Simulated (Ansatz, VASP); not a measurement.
Two plane-wave programs on Sn3Se

POSCAR

```
Sn3Se
1.0
    4.7418790000      0.0000000000      0.0000000000
    0.0000000000      4.7418790000      0.0000000000
    0.0000000000      0.0000000000      4.7418790000
Sn Se
3 1
Direct
    0.5000000000      0.5000000000      0.0000000000
    0.5000000000      0.0000000000      0.5000000000
    0.0000000000      0.5000000000      0.5000000000
    0.0000000000      0.0000000000      0.0000000000
```

The input INCAR.step1:

```
SYSTEM = Sn3Se
PREC = Accurate
ENCUT = 520
EDIFF = 1E-5
ISMEAR = -1
SIGMA = 0.05
LREAL = .False.
LASPH = .True.
NELM = 100
ALGO = Normal
ISIF = 2
LWAVE = .True.
LCHARG = .False.
GGA = PE
NBANDS = 32
```

INCAR.step2

```
SYSTEM = Sn3Se
PREC = Accurate
ENCUT = 520
EDIFF = 1E-7
ISMEAR = -1
SIGMA = 0.05
LREAL = .False.
LASPH = .True.
NELM = 100
ALGO = Normal
ISIF = 2
LWAVE = .False.
LCHARG = .False.
GGA = PE
LHFCALC = .True.
AEXX = 0.5
PRECFOCK = Normal
ISTART = 1
NBANDS = 32
```

Contents of KPOINTS:

```
regular mesh
0
Gamma
  3 3 3
  0 0 0
```

Contents of input.yaml:

```yaml
crystal:
  lattice:
    - [4.741879, 0.0, 0.0]
    - [0.0, 4.741879, 0.0]
    - [0.0, 0.0, 4.741879]
  atoms:
    - { symbol: Sn, position: [0.5, 0.5, 0.0] }
    - { symbol: Sn, position: [0.5, 0.0, 0.5] }
    - { symbol: Sn, position: [0.0, 0.5, 0.5] }
    - { symbol: Se, position: [0.0, 0.0, 0.0] }
hamiltonian:
  xc: { exchange: pbe, correlation: pbe, exx: { coeff: 0.5 } }
  pseudopotentials: { kind: paw }
kpoints:
  mp_grid: { grid: [3, 3, 3] }
scf:
  occupations: { method: fermi_dirac, width: 0.05 }
output:
  forces: true
  stress: true
  eigenvalues: true
  write_density: true
  write_potential: true
  elf: true
  volumetric_format: npy
```

Alike in both runs: task single point; functional PBE-based global hybrid with a share of 0.5 of exact exchange; k mesh 3 × 3 × 3; occupations fermi-dirac, width 0.05 eV; no spin polarisation.

|  | VASP | Ansatz |
| --- | --- | --- |
| version | VASP 6.6.1 | Ansatz 0.2.0 |
| potentials or method | VASP PAW PBE potentials, release 64 (Sn_d, Se) | Ansatz PAW |
| plane-wave cutoff (eV) | 520 | 420 |
| valence electrons in the cell | 48 | 58 |

|  | VASP | Ansatz | Ansatz less VASP |
| --- | --- | --- | --- |
| gap on the k mesh at the Fermi level (eV) | none | none | - |
| pressure (GPa) | -3.8 | -3.4 | +0.39 |

VASP's potentials were made for PBE, not for PBE-based global hybrid. A gap of «none» marks a metal or a gap that the smearing closes. VASP's potentials hold 48 valence electrons a cell and Ansatz's 58, so a difference there can come from the potentials and not from the codes.

The k mesh is coarse, so the values compare programs but aren't converged.
